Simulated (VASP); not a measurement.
Wanted: the native input for a VASP 6.6.1 run.

* Task: relaxation of the atoms
* Functional: PBEsol
* Potentials or basis: VASP PAW PBE potentials, release 64 (B, N)
* Cutoff: 520 eV
* k mesh: 9 × 9 × 6
* Occupations: gaussian, width 0.02 eV
* Spin: no spin polarisation
* Dipole correction: no
* Further INCAR settings: ALGO = Normal; EDIFF = 1e-07; IBRION = 2; EDIFFG = -0.002; NSW = 60

The structure of BN (sol2) lies in POSCAR:

```
BN
1.0
    2.5659661646      0.0000000000      0.0000000000
   -1.2829830823      2.2221918838      0.0000000000
    0.0000000000      0.0000000000      4.1774383972
B N
2 2
Direct
    0.3333333333      0.6666666667     -0.0002373566
    0.6666666667      0.3333333333      0.4997626434
    0.3333333333      0.6666666667      0.3742373566
    0.6666666667      0.3333333333      0.8742373566
```

This cell differs from its parent crystal: strained cell.

The input as run:

INCAR

```
ALGO = Normal ; EDIFF = 1E-7
EDIFFG = -0.002 ; ENCUT = 520
GGA = PS ; IBRION = 2
ISIF = 2 ; ISMEAR = 0
LASPH = T ; LCHARG = F
LREAL = F ; LWAVE = F
NELM = 100 ; NSW = 60
PREC = Accurate ; SIGMA = 0.02
```

KPOINTS

```
k-points
0
Gamma
  9 9 6
```

Potentials or basis: VASP PAW PBE potentials, release 64 (B, N).

Launch:

```sh
$ cat potpaw_PBE.64/B/POTCAR potpaw_PBE.64/N/POTCAR > POTCAR
$ mpirun -np 1 vasp_std > vasp.out
```

It gave:

* Energy gained by relaxing: 0.0 meV/atom
* Ionic steps: 3
* Pressure after relaxing: -4.3 GPa
* Band gap on the k mesh: 5.05 eV, indirect (least direct gap 8.06 eV)

Caveat: the cell differs from its parent crystal (strained cell); the PAW data sets were made with another functional, which shifts forces and pressure a little.

Run time: 9.7 s on 1 thread of Intel(R) Xeon(R) 6975P-C (Granite Rapids), on a shared host, peak memory 0.13 GiB.
